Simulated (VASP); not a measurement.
# TaN: single point with PBEsol

TaN:

```
Ta N
1.0
    -2.92399    0.00000    0.00000
    -1.46199   -2.53225    0.00000
     0.00000    0.00000   10.11218
Ta N
3 3
Direct
  0.33333 0.33333 0.07096
  0.33333 0.33333 0.35485
  0.33333 0.33333 0.63873
  0.00000 0.00000 0.78068
  0.00000 0.00000 0.21290
  0.00000 0.00000 0.49679
```

This cell differs from its parent crystal: the distance across one plane changed.

```
Program             : VASP 6.6.1
Task                : single point
Functional          : PBEsol
Potentials or basis : VASP PAW PBE potentials, release 64 (Ta_pv, N)
Cutoff              : 520 eV
k mesh              : 23 × 23 × 7
Occupations         : gaussian, width 0.15 eV
Spin                : no spin polarisation
```

* Pressure: -9.1 GPa
* Largest force: 6.275 eV/Å
* Band gap on the k mesh: zero (bands 24 and 25 overlap by 0.74 eV)

Forces in eV/Å, atoms in the order of the input:
```
Ta   0.000  0.000 -1.661
Ta   0.000  0.000  0.114
Ta   0.000  0.000  6.275
N    0.000  0.000 -3.851
N    0.000  0.000  0.177
N    0.000  0.000 -1.054
```

Stress tensor (GPa, compression positive):
```
 -2.19   0.00   0.00
  0.00  -2.19   0.00
  0.00   0.00 -22.79
```

Levels at points of the mesh, in eV from the Fermi level:
```
           k point  band 21  band 22  band 23  band 24  band 25  band 26  band 27  band 28
(0.00, 0.00, 0.00)    -1.14    -1.14    -0.04     0.44     0.44     0.54     1.38     1.38
```

Wall time 6.6 min on 1 thread of Intel(R) Xeon(R) 6975P-C (Granite Rapids), with other jobs on the host, peak memory 0.74 GiB.

Caveat: the cell differs from its parent crystal (the distance across one plane changed); the cell stands under tension; the PAW data sets were made with another functional, which shifts forces and pressure a little; spin-orbit coupling is left out, which moves the levels of the heavy elements.
